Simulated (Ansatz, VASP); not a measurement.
One calculation of Ga, two programs

```
Ga
1.0
     1.39700   -4.12541   -0.01742
     1.39700    4.12541   -0.01742
    -0.16059    0.00000    3.33449
Ga
2
Direct
  0.86684 0.13316 0.25000
  0.13316 0.86684 0.75000
```

Alike in both runs: functional PBE; k mesh 12 × 12 × 10; occupations fermi-dirac, width 0.1 eV; no spin polarisation.

Ansatz relaxed the structure, and its values are those at the end. VASP's run is a single point on that final structure, the one shown.

|  | VASP | Ansatz |
| --- | --- | --- |
| version | VASP 6.6.1 | Ansatz 0.2.0 |
| potentials or method | VASP PAW PBE potentials, release 64 (Ga_d), cutoff 500 eV | plane waves (420 eV) with PAW, scalar-relativistic |
| valence electrons in the cell | 26 | 26 |

```tsv
	VASP	Ansatz	Ansatz less VASP
pressure (GPa)	0.0	0.0	+0.03
```
